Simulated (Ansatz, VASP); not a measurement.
## Two plane-wave programs on Pt

Contents of INCAR:

```
PREC = Accurate ; ENCUT = 520
EDIFF = 1E-6 ; ISMEAR = 0
SIGMA = 0.15 ; LREAL = False
LASPH = True ; NELM = 60
ALGO = Fast ; ISIF = 2
LWAVE = False ; LCHARG = False
GGA = PS ; NBANDS = 11
```

Contents of KPOINTS:

```
Automatic mesh
0
Gamma
  22 22 22
```

The input POSCAR:

```
Pt
1.0
   -1.6000622000      1.6000622000      1.5842200000
    1.6000622000     -1.6000622000      1.5842200000
    1.5683778000      1.5683778000     -1.5842200000
Pt
1
Direct
    0.0000000000      0.0000000000      0.0000000000
```

Input for Ansatz:

```yaml
crystal:
  lattice:
    - [-1.6000622, 1.6000622, 1.58422]
    - [1.6000622, -1.6000622, 1.58422]
    - [1.5683778, 1.5683778, -1.58422]
  atoms:
    - { symbol: Pt, position: [0.0, 0.0, 0.0] }
basis:
  ecutwfc: 420
kpoints:
  mp_grid: { grid: [22, 22, 22] }
hamiltonian:
  xc: pbesol
scf:
  occupations: { method: gaussian, width: 0.15 }
output:
  forces: true
  stress: true
  eigenvalues: true
```

Change from the starting cell: strain -0.0200 x Voigt [0, 0, 0, 0, 0, 1], atoms carried along.

Alike in both runs: task single point; functional PBEsol; k mesh 22 × 22 × 22; occupations gaussian, width 0.15 eV; no spin polarisation.

|  | VASP | Ansatz |
| --- | --- | --- |
| version | VASP 6.6.1 | Ansatz 0.2.0 |
| potentials or method | VASP PAW PBE potentials, release 64 (Pt), cutoff 520 eV | scalar-relativistic, plane waves, PAW |
| valence electrons in the cell | 10 | 18 |

Ansatz gave:

- gap on the k mesh at the Fermi level (eV): none
- pressure (GPa): -10.8
- traceless stress, the component that is largest in VASP (GPa): 2.89

Task: What did VASP give for the same quantities?

Result: gap on the k mesh at the Fermi level (eV): none; pressure (GPa): -11.2; traceless stress, the component that is largest in VASP (GPa): 2.87.

VASP's potentials were made for PBE, not for PBEsol. A gap of «none» marks a metal or a gap that the smearing closes. VASP's potentials hold 10 valence electrons a cell and Ansatz's 18, so a difference there can come from the potentials and not from the codes.

Neither program's run includes spin-orbit coupling.
